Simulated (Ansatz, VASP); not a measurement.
# Bi2Te3: VASP beside Ansatz

Contents of INCAR:

```
SYSTEM = Bi2Te3
PREC = Accurate
ENCUT = 520
EDIFF = 1E-7
ISMEAR = -1
SIGMA = 0.08
LREAL = .FALSE.
LASPH = .TRUE.
NELM = 80
ALGO = Normal
ISIF = 2
LWAVE = .FALSE.
LCHARG = .TRUE.
GGA = PE
LELF = .TRUE.
LVHAR = .TRUE.
NBANDS = 32
```

Contents of KPOINTS:

```
regular mesh
0
G
  8 8 8
  0 0 0
```

Contents of POSCAR:

```
Bi2Te3
1.0
    2.2375638137      1.2918580701     10.0775622472
   -2.2375638137      1.2918580701     10.0775622472
    0.0000000000     -2.5837161404     10.0775622472
Bi Te
2 3
Direct
    0.8120000000      0.8120000000      0.8120000000
    0.4020000000      0.4020000000      0.4020000000
    0.6110000000      0.6110000000      0.6110000000
    0.2000000000      0.2000000000      0.2000000000
    0.0000000000      0.0000000000      0.0000000000
```

Input for Ansatz:

```yaml
crystal:
  lattice:
    - [2.2375638137, 1.2918580701, 10.0775622472]
    - [-2.2375638137, 1.2918580701, 10.0775622472]
    - [0.0, -2.5837161404, 10.0775622472]
  atoms:
    - { symbol: Bi, position: [0.812, 0.812, 0.812] }
    - { symbol: Bi, position: [0.402, 0.402, 0.402] }
    - { symbol: Te, position: [0.611, 0.611, 0.611] }
    - { symbol: Te, position: [0.2, 0.2, 0.2] }
    - { symbol: Te, position: [0.0, 0.0, 0.0] }
kpoints:
  mp_grid: { grid: [8, 8, 8] }
  band_path:
    path:
      - [0.0, 0.0, 0.0]
      - [0.5, 0.5, 0.5]
      - [0.8223779553, 0.1776220447, 0.5]
      - [0.5, -0.1776220447, 0.1776220447]
      - [0.5, 0.0, 0.0]
      - [0.0, 0.0, 0.0]
      - [0.3388110223, -0.3388110223, 0.0]
      - [0.6611889777, 0.0, 0.3388110223]
      - [0.5, 0.0, 0.5]
    npoints: 5
scf:
  occupations: { method: fermi_dirac, width: 0.08 }
hamiltonian:
  xc: pbe
  pseudopotentials: { kind: all_electron, lapw: { basis_error: 0.001 } }
output:
  forces: true
  stress: true
  eigenvalues: true
```

Change from the starting cell: volume scaled by 1.04.

Alike in both runs: task single point; functional PBE; k mesh 8 × 8 × 8; occupations fermi-dirac, width 0.08 eV; no spin polarisation.

```csv
,VASP,Ansatz
version,VASP 6.6.1,Ansatz 0.2.0
potentials or method,"VASP PAW PBE potentials, release 64 (Bi_d, Te), cutoff 520 eV","all-electron LAPW, scalar-relativistic"
```

VASP gave:

```
pressure (GPa)                                                : -0.3
traceless stress, the component that is largest in VASP (GPa) : -0.62
rms of the force components (eV/Å)                            : 0.404
```

Question: Estimate Ansatz's values.

Answer: Pressure (GPa): -0.2; traceless stress, the component that is largest in VASP (GPa): -0.61; rms of the force components (eV/Å): 0.403.

Atom by atom the forces differ by 0.003 eV/Å (rms over components). Ansatz ran all-electron here, and VASP with PAW potentials.

Neither program's run includes spin-orbit coupling.
